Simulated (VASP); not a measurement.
Input of a VASP 6.6.1 run:

The input INCAR:

```
PREC = Accurate ; ENCUT = 520
EDIFF = 1E-6 ; ISMEAR = 0
SIGMA = 0.15 ; LREAL = False
LASPH = True ; NELM = 60
ALGO = Fast ; ISIF = 2
LWAVE = False ; LCHARG = True
GGA = PE ; LELF = True
LVHAR = True ; NBANDS = 21
```

KPOINTS

```
Automatic mesh
0
Gamma
  12 12 12
```

Contents of POSCAR:

```
Sn
1.0
    0.0000000000      3.2456000000      3.2456000000
    3.2456000000      0.0000000000      3.2456000000
    3.2456000000      3.2456000000      0.0000000000
Sn
2
Direct
    0.5000000000      0.4075671679      0.5000000000
    0.7500000000      0.7500000000      0.7500000000
```

Potentials or basis: VASP PAW PBE potentials, release 64 (Sn_d).

The run is started by

```bash
$ cat potpaw_PBE.64/Sn_d/POTCAR > POTCAR
$ mpirun -np 1 vasp_std > vasp.out
```

Estimate the largest force.

4.079 eV/Å.

What does it give for the band gap on the k mesh?

Zero (bands 14 and 15 overlap by 1.42 eV).

Forces in eV/Å, atoms in the order of the input:
```
Sn   2.564 -1.869  2.564
Sn  -2.564  1.869 -2.564
```

Caveat: the cell differs from its parent crystal (atom 1 (Sn) moved by (-0.300, -0.300) A along x and z); spin-orbit coupling is left out, which moves the levels of the heavy elements; forces of over 1 eV/Å act on the atoms, so gaps and moduli don't describe the material at rest.
